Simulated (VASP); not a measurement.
A run of VASP 6.6.1:

File INCAR:

```
ALGO = Normal ; EDIFF = 1E-7
ENCUT = 520 ; GGA = PE
ISIF = 2 ; ISMEAR = 0
LASPH = T ; LCHARG = F
LREAL = F ; LWAVE = F
NBANDS = 34 ; NELM = 80
PREC = Accurate ; SIGMA = 0.1
```

The input KPOINTS:

```
k-points
0
Gamma
  4 4 4
```

The input POSCAR:

```
Bi3F
1.0
    3.7259409350      0.0000000000      0.0000000000
    0.0000000000      3.7259409350      0.0000000000
    0.0000000000      0.0000000000      7.4289640911
Bi F
3 1
Direct
    0.5000000000      0.5000000000      0.2100208341
    0.5000000000      0.5000000000      0.7899791659
    0.0000000000      0.0000000000      0.5000000000
    0.0000000000      0.0000000000      0.0000000000
```

Potentials or basis: VASP PAW PBE potentials, release 64 (Bi_d, F).

The run is started by

```console
$ cat potpaw_PBE.64/Bi_d/POTCAR potpaw_PBE.64/F/POTCAR > POTCAR
$ mpirun -np 1 vasp_std > vasp.out
```

Hardware: 1 thread of AMD EPYC 9R45 96-Core Processor (Zen 5), on a shared host.

Task: Estimate the wall time of this run.

Result: Run time: 35 s on 1 thread of AMD EPYC 9R45 96-Core Processor (Zen 5), on a shared host, peak memory 0.19 GiB. Counts: scf iterations 16, k points 18.
